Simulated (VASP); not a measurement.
# Bi (P6_3/mmc) in VASP: further runs

The runs below take Bi through single point, with RPBE.

Everything below comes from runs of VASP 6.6.1. Logs are shortened: lines on timing, memory, paths and dates and some standing lists are left out, and cuts for length are marked.

## (1) The cell of the first run

The structure is hexagonal, space group P6_3/mmc (No. 194). The conventional cell has a = 3.667 Å, b = 3.667 Å, c = 6.034 Å, α = 90.00°, β = 90.00°, γ = 120.00°. Within 4.8 Å of Bi (site symmetry -6m2) lie 12 Bi at 3.67 to 3.69 Å.

This isn't the form of Bi at room conditions, which is rhombohedral.

## (2) Single point, RPBE (35.12 Å³/atom)

The input, INCAR:

```
SYSTEM = Bi
  PREC = Accurate
  ENCUT = 520
  EDIFF = 1E-7
  ISMEAR = -1
  SIGMA = 0.1
  LREAL = .False.
  LASPH = .True.
  NELM = 100
  ALGO = Normal
  ISIF = 2
  LWAVE = .False.
  LCHARG = .True.
  GGA = RP
  LELF = .True.
  LVHAR = .True.
  NBANDS = 22
```

The input, KPOINTS:

```
Automatic mesh
0
Gamma
  17 17 9
  0 0 0
```

The input, POSCAR:

```
Bi
1.0
    3.6666076995      0.0000000000      0.0000000000
   -1.8333038498      3.1753754134      0.0000000000
    0.0000000000      0.0000000000      6.0336285806
Bi
2
Direct
    0.3333333333      0.6666666667      0.2500000000
    0.6666666667      0.3333333333      0.7500000000
```

Potentials or basis: VASP PAW PBE potentials, release 64 (Bi_d).

Launch:

```bash
cat potpaw_PBE.64/Bi_d/POTCAR > POTCAR
mpirun -np 1 vasp_std > vasp.out
```

OUTCAR:

```text
SYSTEM = Bi
   PREC = Accurate
   ENCUT = 520
   EDIFF = 1E-7
   ISMEAR = -1
   LREAL = .False.
   LASPH = .True.
   NELM = 100
   ISIF = 2
   GGA = RP

 ion  position               nearest neighbor table
   1  0.333  0.667  0.250-   2 3.69   2 3.69   2 3.69   2 3.69   2 3.69   2 3.69
   2  0.667  0.333  0.750-   1 3.69   1 3.69   1 3.69   1 3.69   1 3.69   1 3.69

  LATTYP: Found a hexagonal cell.
 ALAT       =     3.6666076995
 C/A-ratio  =     1.6455615313

  Lattice vectors:

 A1 = (   3.6666076995,   0.0000000000,   0.0000000000)
 A2 = (  -1.8333038498,   3.1753754134,   0.0000000000)
 A3 = (   0.0000000000,   0.0000000000,   6.0336285806)

Analysis of symmetry for initial positions (statically):
=====================================================================
 Subroutine PRICEL returns:
 Original cell was already a primitive cell.

 Routine SETGRP: Setting up the symmetry group for a
 hexagonal supercell.

 Subroutine GETGRP returns: Found 24 space group operations
 (whereof 12 operations were pure point group operations)
 out of a pool of 24 trial point group operations.

The static configuration has the point symmetry D_3d.
 The point group associated with its full space group is D_6h.

Analysis of symmetry for dynamics (positions and initial velocities):
=====================================================================
 Subroutine PRICEL returns:
 Original cell was already a primitive cell.

 Routine SETGRP: Setting up the symmetry group for a
 hexagonal supercell.

 Subroutine GETGRP returns: Found 24 space group operations
 (whereof 12 operations were pure point group operations)
 out of a pool of 24 trial point group operations.

The dynamic configuration has the point symmetry D_3d.
 The point group associated with its full space group is D_6h.

 Subroutine INISYM returns: Found 24 space group operations
 (whereof 12 operations are pure point group operations),
 and found     1 'primitive' translations

----------------------------------------------------------------------------------------

                                     Primitive cell

  volume of cell :      70.2487

  direct lattice vectors                    reciprocal lattice vectors
     3.666607700  0.000000000  0.000000000     0.272731659  0.157461697  0.000000000
    -1.833303850  3.175375413  0.000000000     0.000000000  0.314923393  0.000000000
     0.000000000  0.000000000  6.033628581     0.000000000  0.000000000  0.165737746

  length of vectors
[... 80 lines left out ...]
   ENCUT  =  520.0 eV  38.22 Ry    6.18 a.u.   6.82  6.82 11.22*2*pi/ulx,y,z
   NELM   =    100;   NELMIN=  2; NELMDL= -5     # of ELM steps
   EDIFF  = 0.1E-06   stopping-criterion for ELM
   LREAL  =      F    real-space projection
   EDIFFG = 0.1E-05   stopping-criterion for IOM
   NSW    =      0    number of steps for IOM
   IBRION =     -1    ionic relax: 0-MD 1-quasi-New 2-CG
   NFREE  =      0    steps in history (QN), initial steepest desc. (CG)
   ISIF   =      2    stress and relaxation
   ISYM   =      2    0-nonsym 1-usesym 2-fastsym
   POTIM  = 0.5000    time-step for ionic-motion
   TEBEG  =    0.0;   TEEND  =   0.0 temperature during run
   PSTRESS=    0.0 pullay stress
   NELECT =      30.0000    total number of electrons
   NUPDOWN=      -1.0000    fix difference up-down
   EMIN   =  10.00;   EMAX   =-10.00  energy-range for DOS
   EFERMI =   0.00;   METHOD = LEGACY
   ISMEAR =    -1;   SIGMA  =   0.10  broadening in eV -4-tet -1-fermi 0-gaus
   EFERMI_NEDOS =   21; number of points for ismear=-14 and -15
   IALGO  =     38    algorithm
   IMIX   =      4    mixing-type and parameters
     AMIX     =   0.40;   BMIX     =  1.00
     AMIX_MAG =   1.60;   BMIX_MAG =  1.00
  volume/ion in A,a.u.               =      35.12       237.03
  Fermi-wavevector in a.u.,A,eV,Ry     =   1.232828  2.329707 20.679023  1.519865
  Thomas-Fermi vector in A             =   2.367583
   LORBIT       =      0    0 simple, 1 ext, 2 COOP (PROOUT), +10 PAW based schemes
   GGA     = RP    functional components
   LHFCALC =     F    Hartree Fock is set to
   AEXX    =    0.0000 exact exchange contribution
   IVDW    =     0    specifies the selected vdW correction
   LEPSILON=     F    determine dielectric tensor
   LRPA    =     F    only Hartree local field effects (RPA)
 non-spin polarized calculation
  energy-cutoff  :      520.00
  volume of cell :       70.25
 maximum number of plane-waves:      1913
 NGX is ok and might be reduce to    28
   NGX = 13   NGY = 13   NGZ = 23

 number of electron      30.0000005 magnetization

 Free energy of the ion-electron system (eV)
  ---------------------------------------------------
  ext. energy  EPLUGINS =         0.00000000
  ---------------------------------------------------
  free energy    TOTEN  =        -6.68409028 eV

  energy without entropy =       -6.63916673  energy(sigma->0) =       -6.66162851

 E-fermi :   6.7068     XC(G=0):  -9.6449

 val. band max:        6.6989323384   @ k =   0.1765   0.0000   0.1111
 cond. band min:       6.7094986971   @ k =   0.4118   0.1176   0.2222
 fundamental gap:      0.0105663587
 Fermi energy:         6.7067693667

 k-point     1 :       0.0000    0.0000    0.0000
  band No.  band energies     occupation
      1     -16.4260      2.00000
      2     -16.4156      2.00000
      3     -16.4110      2.00000
      4     -16.4110      2.00000
      5     -16.4060      2.00000
      6     -16.4060      2.00000
[... 589 lines left out ...]
     21      15.1501      0.00000
     22      15.6714      0.00000

 [... further k-points ...]

------------------------ aborting loop because EDIFF is reached ----------------------------------------

  FORCE on cell =-STRESS in cart. coord.  units (eV):
  Direction    XX          YY          ZZ          XY          YZ          ZX
  --------------------------------------------------------------------------------------
  -------------------------------------------------------------------------------------
  Total       -1.4284308     -1.4284308     -1.2173405      0.0000000     -0.0000000      0.0000000
  in kB      -32.5785453    -32.5785453    -27.7641620      0.0000000     -0.0000000      0.0000000
  external PRESSURE =     -30.9737509 kB  Pullay stress =       0.0000000 kB

 VOLUME and BASIS-vectors are now :
 -----------------------------------------------------------------------------
  energy-cutoff  :      520.00
  volume of cell :       70.25
      direct lattice vectors                 reciprocal lattice vectors
     3.666607700  0.000000000  0.000000000     0.272731659  0.157461697  0.000000000
    -1.833303850  3.175375413  0.000000000     0.000000000  0.314923393  0.000000000
     0.000000000  0.000000000  6.033628581     0.000000000  0.000000000  0.165737746

 POSITION                                       TOTAL-FORCE (eV/Angst)
 -----------------------------------------------------------------------------------
     -0.00000      2.11692      1.50841        -0.000000      0.000000      0.000000
      1.83330      1.05846      4.52522         0.000000      0.000000      0.000000
 -----------------------------------------------------------------------------------
    total drift:                                0.000000     -0.000000      0.000000

  FREE ENERGIE OF THE ION-ELECTRON SYSTEM (eV)
  ---------------------------------------------------
  free  energy   TOTEN  =        -6.6840902828 eV

  energy  without entropy=       -6.6391667300  energy(sigma->0) =       -6.66162851
```

stdout:

```text
POSCAR found type information on POSCAR Bi
 POSCAR found :  1 types and       2 ions
 scaLAPACK will be used
 -----------------------------------------------------------------------------
|                                                                             |
|                                                                             |
|     You enforced a specific xc type in the INCAR file but a different       |
|     I HOPE YOU KNOW WHAT YOU ARE DOING!                                     |
|                                                                             |
 -----------------------------------------------------------------------------

 LDA part: xc-table for (Slater+PW92), standard interpolation
 POSCAR, INCAR and KPOINTS ok, starting setup
 FFT: planning ... GRIDC
 FFT: planning ... GRID_SOFT
 FFT: planning ... GRID
 WAVECAR not read
 entering main loop
```

Wall time 6.4 min (1 thread of Intel Xeon 8259CL, shared host); peak memory 0.33 GiB.

What came out:

```yaml
Free_energy: -6.6841 eV
Pressure: -3.1 GPa
Band_gap_on_the_k_mesh: zero (bands 15 and 16 overlap by 5.49 eV)
```

Levels at points of the mesh, in eV from the Fermi level:
| k point | band 11 | band 12 | band 13 | band 14 | band 15 | band 16 | band 17 | band 18 | band 19 | band 20 |
| --- | --- | --- | --- | --- | --- | --- | --- | --- | --- | --- |
| (0.00, 0.00, 0.00) | -12.85 | -10.62 | -4.63 | 2.91 | 2.91 | 4.14 | 4.18 | 4.18 | 6.45 | 7.25 |

Caveat: the cell stands under tension; the PAW data sets were made with another functional, which shifts forces and pressure a little; spin-orbit coupling is left out, which moves the levels of the heavy elements.

## (3) Single point, RPBE (36.43 Å³/atom)

This run uses another cell than the first one, of 36.43 Å³/atom.

The input, INCAR:

```
SYSTEM = Bi
ALGO     = Normal         ! electronic algorithm
EDIFF    = 1E-6           ! SCF threshold, eV
ENCUT    = 520            ! plane-wave cutoff, eV
GGA      = RP             ! functional
ISIF     = 2              ! what is computed and relaxed
ISMEAR   = -1             ! smearing method
LASPH    = .TRUE.         ! aspherical terms in the spheres
LCHARG   = .TRUE.         ! write CHGCAR
LELF     = .TRUE.         ! ELF
LREAL    = .FALSE.        ! projectors in reciprocal space
LVHAR    = .TRUE.       
LWAVE    = .FALSE.        ! write WAVECAR
NBANDS   = 22             ! bands
NELM     = 60             ! most SCF steps
PREC     = Accurate       ! precision mode
SIGMA    = 0.1            ! smearing width, eV
```

The input, KPOINTS:

```
k-points
0
G
  17 17 9
  0 0 0
```

The input, POSCAR:

```
Bi
1.0
    3.7113268348      0.0000000000      0.0000000000
   -1.8556634174      3.2141033207      0.0000000000
    0.0000000000      0.0000000000      6.1072166694
Bi
2
Direct
    0.3333333333      0.6666666667      0.2500000000
    0.6666666667      0.3333333333      0.7500000000
```

Potentials or basis: VASP PAW PBE potentials, release 64 (Bi_d).

Launch:

```bash
cat potpaw_PBE.64/Bi_d/POTCAR > POTCAR
mpirun -np 1 vasp_std > vasp.out
```

OUTCAR:

```text
SYSTEM = Bi
   EDIFF = 1E-6
   ENCUT = 520
   GGA = RP
   ISIF = 2
   ISMEAR = -1
   LASPH = .TRUE.
   LREAL = .FALSE.
   NELM = 60
   PREC = Accurate

 ion  position               nearest neighbor table
   1  0.333  0.667  0.250-   2 3.73   2 3.73   2 3.73   2 3.73   2 3.73   2 3.73
   2  0.667  0.333  0.750-   1 3.73   1 3.73   1 3.73   1 3.73   1 3.73   1 3.73

  LATTYP: Found a hexagonal cell.
 ALAT       =     3.7113268348
 C/A-ratio  =     1.6455615313

  Lattice vectors:

 A1 = (   3.7113268348,   0.0000000000,   0.0000000000)
 A2 = (  -1.8556634174,   3.2141033207,   0.0000000000)
 A3 = (   0.0000000000,   0.0000000000,   6.1072166694)

Analysis of symmetry for initial positions (statically):
=====================================================================
 Subroutine PRICEL returns:
 Original cell was already a primitive cell.

 Routine SETGRP: Setting up the symmetry group for a
 hexagonal supercell.

 Subroutine GETGRP returns: Found 24 space group operations
 (whereof 12 operations were pure point group operations)
 out of a pool of 24 trial point group operations.

The static configuration has the point symmetry D_3d.
 The point group associated with its full space group is D_6h.

Analysis of symmetry for dynamics (positions and initial velocities):
=====================================================================
 Subroutine PRICEL returns:
 Original cell was already a primitive cell.

 Routine SETGRP: Setting up the symmetry group for a
 hexagonal supercell.

 Subroutine GETGRP returns: Found 24 space group operations
 (whereof 12 operations were pure point group operations)
 out of a pool of 24 trial point group operations.

The dynamic configuration has the point symmetry D_3d.
 The point group associated with its full space group is D_6h.

 Subroutine INISYM returns: Found 24 space group operations
 (whereof 12 operations are pure point group operations),
 and found     1 'primitive' translations

[... 108 lines left out ...]
   EFERMI =   0.00;   METHOD = LEGACY
   ISMEAR =    -1;   SIGMA  =   0.10  broadening in eV -4-tet -1-fermi 0-gaus
   EFERMI_NEDOS =   21; number of points for ismear=-14 and -15
   IALGO  =     38    algorithm
   IMIX   =      4    mixing-type and parameters
     AMIX     =   0.40;   BMIX     =  1.00
     AMIX_MAG =   1.60;   BMIX_MAG =  1.00
  volume/ion in A,a.u.               =      36.43       245.81
  Fermi-wavevector in a.u.,A,eV,Ry     =   1.217973  2.301636 20.183687  1.483459
  Thomas-Fermi vector in A             =   2.353276
   LORBIT       =      0    0 simple, 1 ext, 2 COOP (PROOUT), +10 PAW based schemes
   GGA     = RP    functional components
   LHFCALC =     F    Hartree Fock is set to
   AEXX    =    0.0000 exact exchange contribution
   IVDW    =     0    specifies the selected vdW correction
   LEPSILON=     F    determine dielectric tensor
   LRPA    =     F    only Hartree local field effects (RPA)
 non-spin polarized calculation
  energy-cutoff  :      520.00
  volume of cell :       72.85
 maximum number of plane-waves:      1977
 NGX is ok and might be reduce to    28
   NGX = 13   NGY = 13   NGZ = 23

 number of electron      30.0000005 magnetization

 Free energy of the ion-electron system (eV)
  ---------------------------------------------------
  ext. energy  EPLUGINS =         0.00000000
  ---------------------------------------------------
  free energy    TOTEN  =        -6.62562981 eV

  energy without entropy =       -6.57871594  energy(sigma->0) =       -6.60217287

 E-fermi :   6.3084     XC(G=0):  -9.4784

 val. band max:        6.2955592494   @ k =   0.3529   0.2353   0.0000
 cond. band min:       6.3225081258   @ k =   0.4118   0.1176   0.2222
 fundamental gap:      0.0269488765
 Fermi energy:         6.3083713853

 k-point     1 :       0.0000    0.0000    0.0000
  band No.  band energies     occupation
      1     -16.8139      2.00000
      2     -16.8038      2.00000
      3     -16.8007      2.00000
      4     -16.8007      2.00000
      5     -16.7964      2.00000
      6     -16.7964      2.00000
[... 589 lines left out ...]
     21      14.6211      0.00000
     22      15.1469      0.00000

 [... further k-points ...]

------------------------ aborting loop because EDIFF is reached ----------------------------------------

  FORCE on cell =-STRESS in cart. coord.  units (eV):
  Direction    XX          YY          ZZ          XY          YZ          ZX
  --------------------------------------------------------------------------------------
  -------------------------------------------------------------------------------------
  Total       -1.9876479     -1.9876479     -1.7541320      0.0000000      0.0000000      0.0000000
  in kB      -43.7137115    -43.7137115    -38.5780699      0.0000000      0.0000000      0.0000000
  external PRESSURE =     -42.0018310 kB  Pullay stress =       0.0000000 kB

 VOLUME and BASIS-vectors are now :
 -----------------------------------------------------------------------------
  energy-cutoff  :      520.00
  volume of cell :       72.85
      direct lattice vectors                 reciprocal lattice vectors
     3.711326835  0.000000000  0.000000000     0.269445415  0.155564383  0.000000000
    -1.855663417  3.214103321  0.000000000     0.000000000  0.311128766  0.000000000
     0.000000000  0.000000000  6.107216669     0.000000000  0.000000000  0.163740711

 POSITION                                       TOTAL-FORCE (eV/Angst)
 -----------------------------------------------------------------------------------
     -0.00000      2.14274      1.52680        -0.000000      0.000000     -0.000000
      1.85566      1.07137      4.58041         0.000000     -0.000000      0.000000
 -----------------------------------------------------------------------------------
    total drift:                               -0.000000      0.000000      0.000000

  FREE ENERGIE OF THE ION-ELECTRON SYSTEM (eV)
  ---------------------------------------------------
  free  energy   TOTEN  =        -6.6256298082 eV

  energy  without entropy=       -6.5787159383  energy(sigma->0) =       -6.60217287
```

Run time: 3.8 min. Hardware: 1 thread of Intel Xeon 8259CL, shared host; peak memory 0.33 GiB.

What came out:

```yaml
Free_energy: -6.6256 eV
Pressure: -4.2 GPa
Band_gap_on_the_k_mesh: zero (bands 15 and 16 overlap by 5.22 eV)
```

Caveat: the cell stands under tension; the PAW data sets were made with another functional, which shifts forces and pressure a little; spin-orbit coupling is left out, which moves the levels of the heavy elements.
